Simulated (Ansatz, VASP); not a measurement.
**Two plane-wave programs on MgO**

File INCAR:

```
SYSTEM = MgO
  PREC = Accurate
  ENCUT = 520
  EDIFF = 1E-7
  ISMEAR = 0
  SIGMA = 0.05
  LREAL = .FALSE.
  LASPH = .TRUE.
  NELM = 60
  ALGO = Normal
  ISIF = 2
  LWAVE = .FALSE.
  LCHARG = .FALSE.
  GGA = PE
  NBANDS = 16
```

The input KPOINTS:

```
Automatic mesh
0
G
  9 9 6
  0 0 0
```

File POSCAR:

```
MgO
1.0
    3.1798172993      0.0000000000      0.0000000000
   -1.5899086497      2.7538025606      0.0000000000
    0.0000000000      0.0000000000      5.5672241276
Mg O
2 2
Direct
    0.3333333333      0.6666666667      0.0258441501
    0.6666666667      0.3333333333      0.5258441501
    0.3333333333      0.6666666667      0.3982811987
    0.6666666667      0.3333333333      0.8982811987
```

Input for Ansatz:

```yaml
crystal:
  lattice:
    - [3.1798172993, 0.0, 0.0]
    - [-1.5899086497, 2.7538025606, 0.0]
    - [0.0, 0.0, 5.5672241276]
  atoms:
    - { symbol: Mg, position: [0.3333333333, 0.6666666667, 0.0258441501] }
    - { symbol: Mg, position: [0.6666666667, 0.3333333333, 0.5258441501] }
    - { symbol: O, position: [0.3333333333, 0.6666666667, 0.3982811987] }
    - { symbol: O, position: [0.6666666667, 0.3333333333, 0.8982811987] }
basis:
  ecutwfc: 520.0
kpoints:
  mp_grid: { grid: [9, 9, 6] }
hamiltonian:
  xc: pbe
  pseudopotentials: { kind: paw, azcp: { folder: soft_1 } }
scf:
  occupations: { method: gaussian, width: 0.05 }
output:
  forces: true
  stress: true
  eigenvalues: true
```

Alike in both runs: task single point; functional PBE; k mesh 9 × 9 × 6; occupations gaussian, width 0.05 eV; no spin polarisation.

|  | VASP | Ansatz |
| --- | --- | --- |
| version | VASP 6.6.1 | Ansatz 0.2.0 |
| potentials or method | VASP PAW PBE potentials, release 64 (Mg, O), cutoff 520 eV | scalar-relativistic, plane waves, PAW |
| valence electrons in the cell | 16 | 32 |

```csv
,VASP,Ansatz,Ansatz less VASP
gap on the k mesh at the Fermi level (eV),3.40,3.42,+0.021
least direct gap on the mesh (eV),3.40,3.42,+0.021
pressure (GPa),0.7,1.1,+0.42
"traceless stress, the component that is largest in VASP (GPa)",-11.57,-11.42,+0.149
rms of the force components (eV/Å),0.137,0.134,-0.0026
```

Atom by atom the forces differ by 0.003 eV/Å (rms over components). With one functional, cell and mesh, what is left measures potentials, basis and numerics. VASP's potentials hold 16 valence electrons a cell and Ansatz's 32, so a difference there can come from the potentials and not from the codes.
